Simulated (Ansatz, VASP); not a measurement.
**Ti: VASP beside Ansatz**

```
Ti
1.0
    -1.62999    1.62999    1.62999
     1.62999   -1.62999    1.62999
     1.62999    1.62999   -1.62999
Ti
1
Direct
  0.00000 0.00000 0.00000
```

Change from the starting cell: volume scaled by 0.98, crystal datasets.

Alike in both runs: task electric field gradients; functional PBE; k mesh 14 × 14 × 14; occupations fermi-dirac, width 0.05 eV; no spin polarisation.

```csv
,VASP,Ansatz
version,VASP 6.6.1,Ansatz 0.2.0
potentials or method,"VASP PAW PBE potentials, release 64 (Ti_sv), cutoff 520 eV","all-electron PAW with datasets made for the crystal, scalar-relativistic"
```

Ansatz gave:

| Quantity | Value |
| --- | --- |
| pressure (GPa) | -0.4 |

Q: Estimate VASP's values.

A: Pressure (GPa): -0.6.

Ansatz ran all-electron here, and VASP with PAW potentials.
